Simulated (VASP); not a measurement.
Runs of VASP 6.6.1 on WC. The structure is that of space group P-6m2 (No. 187), or close to it. The cells are those of the table. 

| cell | gap on the mesh (eV) | pressure (GPa) | largest force (eV/Å) |
| --- | --- | --- | --- |
| a = 2.901, b = 2.901, c = 2.830 Å, angles 92.0, 90.0, 120.0°, 2 atoms | none | (a) | 0.05 |
| a = 2.901, b = 2.901, c = 2.829 Å, angles 89.5, 90.0, 120.0°, 2 atoms | none | 0.6 | - |
| a = 2.901, b = 2.901, c = 2.829 Å, angles 91.0, 90.0, 120.0°, 2 atoms | none | 0.7 | 0.01 |
| a = 2.901, b = 2.901, c = 2.829 Å, angles 88.5, 90.0, 120.0°, 2 atoms | none | 0.9 | 0.03 |

Alike in all rows: task single point; level PBEsol; potentials or basis VASP PAW PBE potentials, release 64 (W_sv, C); no spin polarisation; k mesh 18 × 18 × 16; cutoff (eV) 520; smearing gaussian 0.15 eV.

Q: Estimate the missing entries.

A: (a) 1.2.

Caveats: the PAW data sets were made with another functional, which shifts forces and pressure a little; spin-orbit coupling is left out, which moves the levels of the heavy elements.

A k mesh can miss the band edges, and the runs leave out spin-orbit coupling on W.

A gap of «none» marks levels without a gap at the run's occupations.
